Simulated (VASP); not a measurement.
Wanted: the native input for a VASP 6.6.1 run.

| Item | Value |
| --- | --- |
| Task | single point |
| Functional | LDA |
| Potentials or basis | VASP PAW LDA potentials, release 64 (Ba_sv, Ti_sv, O) |
| Cutoff | 600 eV |
| k mesh | 7 × 7 × 7 |
| Occupations | fermi-dirac, width 0.05 eV |
| Spin | no spin polarisation |
| Hubbard terms | Ti d U = 5.0 eV |
| Dipole correction | no |
| Further INCAR settings | ALGO = Normal; EDIFF = 1e-06; NBANDS = 28 |

The structure of BaTiO3 lies in POSCAR:

```
BaTiO3
1.0
    3.7045201400     -0.0164086700      0.1850707500
   -0.0164086700      4.1845119100      0.0252851300
    0.1859128600      0.0254001800      3.8917432000
Ba Ti O
1 1 3
Direct
    0.0079135000      0.8826144600      0.9595903500
    0.5057494400      0.4221216700      0.5978274100
    0.4583818900      0.7889325800      0.9816514100
    0.5577995400      0.8957006400      0.4656881200
    0.9701556400      0.5106306500      0.4952427000
```

These files were run (other wordings do the same):

INCAR

```
SYSTEM = BaTiO3
ALGO = Normal
EDIFF = 1E-6
ENCUT = 600
GGA = CA
GGA_COMPAT = .FALSE.
ISIF = 2
ISMEAR = -1
LASPH = .TRUE.
LCHARG = .FALSE.
LDAU = .TRUE.
LDAUJ = 0 0 0
LDAUL = -1 2 -1
LDAUPRINT = 1
LDAUTYPE = 2
LDAUU = 0 5 0
LMAXMIX = 4
LREAL = .FALSE.
LWAVE = .FALSE.
NBANDS = 28
NELM = 200
PREC = Accurate
SIGMA = 0.05
```

KPOINTS

```
k-points
0
G
  7 7 7
  0 0 0
```

Potentials or basis: VASP PAW LDA potentials, release 64 (Ba_sv, Ti_sv, O).

Run with:

```sh
$ cat potpaw_LDA.64/Ba_sv/POTCAR potpaw_LDA.64/Ti_sv/POTCAR potpaw_LDA.64/O/POTCAR > POTCAR
$ mpirun -np 1 vasp_std > vasp.out
```

Results of the run:

| Property | Result |
| --- | --- |
| Pressure | 63.9 GPa |
| Largest force | 15.401 eV/Å |
| Band gap on the k mesh | zero (bands 20 and 21 overlap by 0.12 eV) |

Caveat: the cell stands under pressure; spin-orbit coupling is left out, which moves the levels of the heavy elements; U without spin polarisation on a metal has little footing; forces of over 1 eV/Å act on the atoms, so gaps and moduli don't describe the material at rest.

Wall time 4.9 min on 1 thread of AMD EPYC 9R14 (Zen 4), with other jobs on the host, peak memory 0.4 GiB.
